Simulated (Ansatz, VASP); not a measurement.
Two plane-wave programs on SiC2F

File INCAR:

```
ALGO = Normal
EDIFF = 1E-6
EDIFFG = -0.01
ENCUT = 600
GGA = PE
IBRION = 2
ISIF = 3
ISMEAR = 0
LASPH = True
LCHARG = False
LREAL = False
LWAVE = False
NELM = 100
NSW = 100
PREC = Accurate
SIGMA = 0.1
```

Contents of KPOINTS:

```
k-points
0
Gamma
  18 18 12
```

POSCAR

```
SiC2F
1.0
    3.5275799148      0.0000000000      0.0000000000
   -1.7637899574      3.0549738201      0.0000000000
    0.0000000000      0.0000000000      3.8437580559
Si C F
1 2 1
Direct
    0.0000000000      0.0000000000      0.5000000000
    0.3333333333      0.6666666667      0.5000000000
    0.6666666667      0.3333333333      0.5000000000
    0.0000000000      0.0000000000      0.0000000000
```

Input for Ansatz:

```yaml
crystal:
  lattice:
    - [3.5275799148, 0.0, 0.0]
    - [-1.7637899574, 3.0549738201, 0.0]
    - [0.0, 0.0, 3.8437580559]
  atoms:
    - { symbol: Si, position: [0.0, 0.0, 0.5] }
    - { symbol: C, position: [0.3333333333, 0.6666666667, 0.5] }
    - { symbol: C, position: [0.6666666667, 0.3333333333, 0.5] }
    - { symbol: F, position: [0.0, 0.0, 0.0] }
basis:
  ecutwfc: 420
kpoints:
  mp_grid: { grid: [18, 18, 12] }
hamiltonian:
  xc: pbe
scf:
  occupations: { method: gaussian, width: 0.1 }
output:
  forces: true
  stress: true
  eigenvalues: true
relax:
  adjacent_minimum: "off"
  f_tol: 0.01
  max_steps: 80
  cell: { stress_tol: 0.05 }
```

Alike in both runs: task relaxation of cell and atoms; functional PBE; k mesh 18 × 18 × 12; occupations gaussian, width 0.1 eV; no spin polarisation.

```csv
,VASP,Ansatz
version,VASP 6.6.1,Ansatz 0.2.0
potentials or method,"VASP PAW PBE potentials, release 64 (Si, C, F), cutoff 600 eV","scalar-relativistic, plane waves, PAW"
valence electrons in the cell,19,19
```

VASP gave:

```
gap on the k mesh at the Fermi level, each at its own relaxed structure (eV) : none
relaxed volume (Å³/atom)                                                     : 10.28
relaxed cell length with the largest relative difference (Å)                 : 3.838
```

Q: What did Ansatz give for the same quantities?

A: gap on the k mesh at the Fermi level, each at its own relaxed structure (eV): none; relaxed volume (Å³/atom): 10.28; relaxed cell length with the largest relative difference (Å): 3.833.

A gap of «none» marks a metal or a gap that the smearing closes.
